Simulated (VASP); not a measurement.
Here is a VASP 6.6.1 calculation.

INCAR

```
ALGO = Normal
EDIFF = 1E-6
ENCUT = 520
GGA = PE
ISIF = 2
ISMEAR = -1
LASPH = True
LCHARG = False
LREAL = False
LWAVE = False
NBANDS = 16
NELM = 80
PREC = Accurate
SIGMA = 0.05
```

KPOINTS

```
k-points
0
Gamma
  6 6 4
```

POSCAR

```
Te
1.0
    4.4992373188      0.0000000000      0.0000000000
   -2.2496186594      3.8964538157      0.0000000000
    0.0000000000      0.0000000000      5.9841674621
Te
3
Direct
    0.2693871948      0.0000000000      0.3333333333
    0.0000000000      0.2693871948      0.6666666667
    0.7306128052      0.7306128052      0.0000000000
```

Potentials or basis: VASP PAW PBE potentials, release 64 (Te).

Run with:

```console
$ cat potpaw_PBE.64/Te/POTCAR > POTCAR
$ mpirun -np 1 vasp_std > vasp.out
```

(1) What does it give for the pressure?

(2) Estimate the largest force.

Answers

(1) 0.0 GPa.

(2) 0.015 eV/Å.
